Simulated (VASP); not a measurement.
# Ti (P6_3/mmc) in VASP: vibrations by perturbation theory with PBE

Aim: the vibrations by perturbation theory of Ti with PBE.

Program: VASP 6.6.1. These are calculated values, not measurements. Logs are shortened: lines on timing, memory, paths and dates and some standing lists are left out, and cuts for length are marked.

## (1) The cell of the first run

The structure is hexagonal, space group P6_3/mmc (No. 194). The conventional cell has a = 2.938 Å, b = 2.938 Å, c = 4.651 Å, α = 90.00°, β = 90.00°, γ = 120.00°. Within 3.8 Å of Ti (site symmetry -6m2) lie 12 Ti at 2.88 to 2.94 Å.

## (2) Vibrations by perturbation theory, PBE

File INCAR:

```
PREC = Accurate
ENCUT = 520
EDIFF = 1E-8
ISMEAR = 0
SIGMA = 0.15
LREAL = False
LASPH = True
NELM = 80
ALGO = Normal
ISIF = 2
LWAVE = False
LCHARG = False
GGA = PE
IBRION = 8
NSW = 1
```

File KPOINTS:

```
Automatic mesh
0
Gamma
  24 24 14
```

File POSCAR:

```
Ti
1.0
    2.9384580613      0.0000000000      0.0000000000
   -1.4692290306      2.5447793290      0.0000000000
    0.0000000000      0.0000000000      4.6506340146
Ti
2
Direct
    0.3333333333      0.6666666667      0.2500000000
    0.6666666667      0.3333333333      0.7500000000
```

Potentials or basis: VASP PAW PBE potentials, release 64 (Ti_sv).

On the command line:

```console
> cat potpaw_PBE.64/Ti_sv/POTCAR > POTCAR
> mpirun -np 1 vasp_std > vasp.out
```

OUTCAR:

```text
PREC = Accurate
   ENCUT = 520
   EDIFF = 1E-8
   ISMEAR = 0
   LREAL = False
   LASPH = True
   NELM = 80
   ISIF = 2
   GGA = PE
   IBRION = 8
   NSW = 1

 ion  position               nearest neighbor table
   1  0.333  0.667  0.250-   2 2.88   2 2.88   2 2.88   2 2.88   2 2.88   2 2.88
   2  0.667  0.333  0.750-   1 2.88   1 2.88   1 2.88   1 2.88   1 2.88   1 2.88

  LATTYP: Found a hexagonal cell.
 ALAT       =     2.9384580613
 C/A-ratio  =     1.5826783699

  Lattice vectors:

 A1 = (   2.9384580613,   0.0000000000,   0.0000000000)
 A2 = (  -1.4692290306,   2.5447793290,   0.0000000000)
 A3 = (   0.0000000000,   0.0000000000,   4.6506340146)

Analysis of symmetry for initial positions (statically):
=====================================================================
 Subroutine PRICEL returns:
 Original cell was already a primitive cell.

 Routine SETGRP: Setting up the symmetry group for a
 hexagonal supercell.

 Subroutine GETGRP returns: Found 24 space group operations
 (whereof 12 operations were pure point group operations)
 out of a pool of 24 trial point group operations.

The static configuration has the point symmetry D_3d.
 The point group associated with its full space group is D_6h.

Analysis of symmetry for dynamics (positions and initial velocities):
=====================================================================
 Subroutine PRICEL returns:
 Original cell was already a primitive cell.

 Routine SETGRP: Setting up the symmetry group for a
 hexagonal supercell.

 Subroutine GETGRP returns: Found 24 space group operations
 (whereof 12 operations were pure point group operations)
 out of a pool of 24 trial point group operations.

The dynamic configuration has the point symmetry D_3d.
 The point group associated with its full space group is D_6h.

 Subroutine INISYM returns: Found 24 space group operations
 (whereof 12 operations are pure point group operations),
 and found     1 'primitive' translations

----------------------------------------------------------------------------------------

                                     Primitive cell

  volume of cell :      34.7762

  direct lattice vectors                    reciprocal lattice vectors
     2.938458061  0.000000000  0.000000000     0.340314539  0.196480691  0.000000000
    -1.469229031  2.544779329  0.000000000     0.000000000  0.392961381  0.000000000
     0.000000000  0.000000000  4.650634015     0.000000000  0.000000000  0.215024445

  length of vectors
     2.938458061  2.938458061  4.650634015     0.392961381  0.392961381  0.215024445

  position of ions in fractional coordinates (direct lattice)
     0.333333333  0.666666667  0.250000000
     0.666666667  0.333333333  0.750000000

  ion indices of the primitive-cell ions
   primitive index   ion index
                 1           1
                 2           2

----------------------------------------------------------------------------------------

 KPOINTS: Automatic mesh

Automatic generation of k-mesh.
 Grid dimensions read from file:
 generate k-points for:   24   24   14

 Generating k-lattice:

  Cartesian coordinates                     Fractional coordinates (reciprocal lattice)
[... 80 lines left out ...]
     AMIX_MAG =   1.60;   BMIX_MAG =  1.00
  volume/ion in A,a.u.               =      17.39       117.34
  Fermi-wavevector in a.u.,A,eV,Ry     =   1.446721  2.733905 28.476998  2.093000
  Thomas-Fermi vector in A             =   2.564757
   LORBIT       =      0    0 simple, 1 ext, 2 COOP (PROOUT), +10 PAW based schemes
   GGA     = PE    functional components
   LHFCALC =     F    Hartree Fock is set to
   AEXX    =    0.0000 exact exchange contribution
   IVDW    =     0    specifies the selected vdW correction
   LEPSILON=     F    determine dielectric tensor
   LRPA    =     F    only Hartree local field effects (RPA)
 non-spin polarized calculation
 Gauss-broadening in eV      SIGMA  =   0.15
  energy-cutoff  :      520.00
  volume of cell :       34.78
 maximum number of plane-waves:       965
 NGX is ok and might be reduce to    24
   NGX = 11   NGY = 11   NGZ = 17

--------------------------------------- Ionic step        1  -------------------------------------------

 number of electron      24.0000002 magnetization

 Free energy of the ion-electron system (eV)
  ---------------------------------------------------
  ext. energy  EPLUGINS =         0.00000000
  ---------------------------------------------------
  free energy    TOTEN  =       -15.68345251 eV

  energy without entropy =      -15.66004137  energy(sigma->0) =      -15.67174694

 E-fermi :   8.3248     XC(G=0): -11.4920

 val. band max:        8.3232231021   @ k =   0.0417   0.0000   0.2857
 cond. band min:       8.3340080853   @ k =   0.1250   0.0000   0.0714
 fundamental gap:      0.0107849832
 Fermi energy:         8.3247727916

 k-point     1 :       0.0000    0.0000    0.0000
  band No.  band energies     occupation
      1     -48.5377      2.00000
      2     -48.4013      2.00000
      3     -25.1243      2.00000
      4     -24.4844      2.00000
      5     -24.4844      2.00000
      6     -24.4180      2.00000
[... 433 lines left out ...]
      3     -24.9494      2.00000
      4     -24.8269      2.00000
      5     -24.8196      2.00000
      6     -24.6298      2.00000
[... 8 lines left out ...]
     15       9.5014      0.00000
     16      11.6487      0.00000

 [... further k-points ...]

------------------------ aborting loop because EDIFF is reached ----------------------------------------

  FORCE on cell =-STRESS in cart. coord.  units (eV):
  Direction    XX          YY          ZZ          XY          YZ          ZX
  --------------------------------------------------------------------------------------
  -------------------------------------------------------------------------------------
  Total       -0.0480199     -0.0480199     -0.0533424     -0.0000000      0.0000000     -0.0000000
  in kB       -2.2123311     -2.2123311     -2.4575424     -0.0000000      0.0000000     -0.0000000
  external PRESSURE =      -2.2940682 kB  Pullay stress =       0.0000000 kB

 VOLUME and BASIS-vectors are now :
 -----------------------------------------------------------------------------
  energy-cutoff  :      520.00
  volume of cell :       34.78
      direct lattice vectors                 reciprocal lattice vectors
     2.938458061  0.000000000  0.000000000     0.340314539  0.196480691  0.000000000
    -1.469229031  2.544779329  0.000000000     0.000000000  0.392961381  0.000000000
     0.000000000  0.000000000  4.650634015     0.000000000  0.000000000  0.215024445

 POSITION                                       TOTAL-FORCE (eV/Angst)
 -----------------------------------------------------------------------------------
     -0.00000      1.69652      1.16266        -0.000000     -0.000000      0.000000
      1.46923      0.84826      3.48798         0.000000      0.000000      0.000000
 -----------------------------------------------------------------------------------
    total drift:                               -0.000000      0.000000     -0.000000

  FREE ENERGIE OF THE ION-ELECTRON SYSTEM (eV)
  ---------------------------------------------------
  free  energy   TOTEN  =       -15.6834525077 eV

  energy  without entropy=      -15.6600413720  energy(sigma->0) =      -15.67174694

[... ionic steps 2 to 3 ...]

--------------------------------------- Ionic step        4  -------------------------------------------

------------------------ aborting loop because EDIFF is reached ----------------------------------------

[... ionic steps 5 to 5 ...]

--------------------------------------- Ionic step        6  -------------------------------------------

 Free energy of the ion-electron system (eV)
  ---------------------------------------------------
  ---------------------------------------------------
  free energy    TOTEN  =        -0.65885843 eV

  energy without entropy =       -0.65885843

------------------------ aborting loop because EDIFF is reached ----------------------------------------

 INTERNAL STRAIN TENSOR  FOR ION    1  DIRECTION 3   (eV/Angst):
 -----------------------------------------------------------------------------
    -0.00846 -0.00000  0.00000
    -0.00000 -0.00846  0.00000
    -0.00000 -0.00000  0.01307

 INTERNAL STRAIN TENSOR FOR ION    2 for displacements in x,y,z  (eV/Angst):
          X           Y           Z          XY          YZ          ZX
  --------------------------------------------------------------------------------
  x     0.00000    -0.00000    -0.00000     2.29867     0.00000     0.00000
  y     2.29867    -2.29867     0.00000    -0.00000     0.00000     0.00000
  z    -0.00000    -0.00000     0.00000    -0.00000     0.00000     0.00000

 SECOND DERIVATIVES (NOT SYMMETRIZED)
 ------------------------------------
               1X          1Y          1Z          2X          2Y          2Z
  1X    -1.504201   -0.000000    0.000000    1.504201    0.000000    0.000000
  1Y    -0.000000   -1.504201    0.000000    0.000000    1.504201    0.000000
  1Z    -0.000000   -0.000000   -2.977485    0.000000    0.000000    2.977485
  2X     1.504201    0.000000    0.000000   -1.504201   -0.000000    0.000000
  2Y     0.000000    1.504201    0.000000   -0.000000   -1.504201    0.000000
  2Z     0.000000    0.000000    2.977485   -0.000000   -0.000000   -2.977485

 Eigenvectors and eigenvalues of the dynamical matrix
 ----------------------------------------------------

   1 f  =    5.513323 THz    34.641232 2PiTHz  183.904671 cm-1    22.801263 meV
             X         Y         Z           dx          dy          dz
     -0.000000  1.696520  1.162659     0.000000    0.000000    0.707107
      1.469229  0.848260  3.487976    -0.000000    0.000000   -0.707107
[... 21 lines left out ...]
   6 f  =    0.000000 THz     0.000000 2PiTHz    0.000000 cm-1     0.000000 meV
             X         Y         Z           dx          dy          dz
     -0.000000  1.696520  1.162659     0.000000    0.000000    0.707107
      1.469229  0.848260  3.487976    -0.000000    0.000000    0.707107

--------------------------------------------------------------------------------------------------------

 ELASTIC MODULI CONTR FROM IONIC RELAXATION (kBar)
 Direction    XX          YY          ZZ          XY          YZ          ZX
 --------------------------------------------------------------------------------
 XX        -161.8362    161.8362      0.0000     -0.0000      0.0000      0.0000
 YY         161.8362   -161.8362     -0.0000     -0.0000      0.0000      0.0000
 ZZ           0.0000     -0.0000     -0.0000      0.0000     -0.0000     -0.0000
 XY          -0.0000     -0.0000      0.0000   -161.8362      0.0000      0.0000
 YZ           0.0000      0.0000     -0.0000      0.0000     -0.0000     -0.0000
 ZX           0.0000      0.0000     -0.0000      0.0000     -0.0000     -0.0000
 --------------------------------------------------------------------------------
```

Run time: 1.6 h. Hardware: 1 thread of Oxide Virtual Turin-like, shared host; peak memory 2.2 GiB.

What came out:

* Highest phonon frequency at Γ: 184 cm⁻¹

Phonon frequencies in cm⁻¹ (negative: imaginary):
```csv
q point,frequencies
"(0.000, 0.000, 0.000)",0 0 0 131 131 184
```
